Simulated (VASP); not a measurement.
InP, 2 atoms in the cell. It takes space group I-4m2 (No. 119, tetragonal). Conventional cell: a = 4.088 Å, b = 4.088 Å, c = 6.139 Å, α = 90.00°, β = 90.00°, γ = 90.00°. Within 3.4 Å of In (site symmetry -4m2) lie 4 P at 2.56 Å. P (site symmetry -4m2) has 4 In at 2.56 Å within 3.4 Å.  This cell differs from its parent crystal: strain -0.030 along x and y, +0.030 along z.

```yaml
Program: VASP 6.6.1
Task: single point
Functional: PBE
Potentials_or_basis: VASP PAW PBE potentials, release 64 (In_d, P)
Cutoff: 520 eV
k_mesh: 10 × 10 × 10
Occupations: gaussian, width 0.05 eV
Spin: no spin polarisation
Dipole_correction: no
Further_INCAR_settings: ALGO = Normal; EDIFF = 1e-06; NBANDS = 16
```

Potentials or basis: VASP PAW PBE potentials, release 64 (In_d, P).

The run is started by

```console
$ cat potpaw_PBE.64/In_d/POTCAR potpaw_PBE.64/P/POTCAR > POTCAR
$ mpirun -np 1 vasp_std > vasp.out
```

Hardware: 1 thread of AMD EPYC 7R13, on a shared host.

Task: Estimate the wall time of this run.

Result: Wall time 2.2 min on 1 thread of AMD EPYC 7R13, with other jobs on the host, peak memory 0.2 GiB. Counts: scf iterations 12, k points 102.
